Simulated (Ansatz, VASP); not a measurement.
# One calculation of Cs, two programs

```
CELL_PARAMETERS angstrom
0.00000 4.00775 4.00775
4.00775 0.00000 4.00775
4.00775 4.00775 0.00000
ATOMIC_POSITIONS crystal
Cs 0.00000 0.00000 0.00000
```

Alike in both runs: functional revPBE; k mesh 7 × 7 × 7; occupations fermi-dirac, width 0.1 eV; no spin polarisation.

Ansatz relaxed the structure, and its values are those at the end. VASP's run is a single point on that final structure, the one shown.

|  | VASP | Ansatz |
| --- | --- | --- |
| version | VASP 6.6.1 | Ansatz 0.2.0 |
| potentials or method | VASP PAW PBE potentials, release 64 (Cs_sv), cutoff 520 eV | plane waves (420 eV) with PAW, scalar-relativistic |
| valence electrons in the cell | 9 | 9 |

```csv
,VASP,Ansatz,Ansatz less VASP
pressure (GPa),0.0,0.0,0.00
```

VASP's potentials were made for PBE, not for revPBE.

Spin-orbit coupling is off throughout.
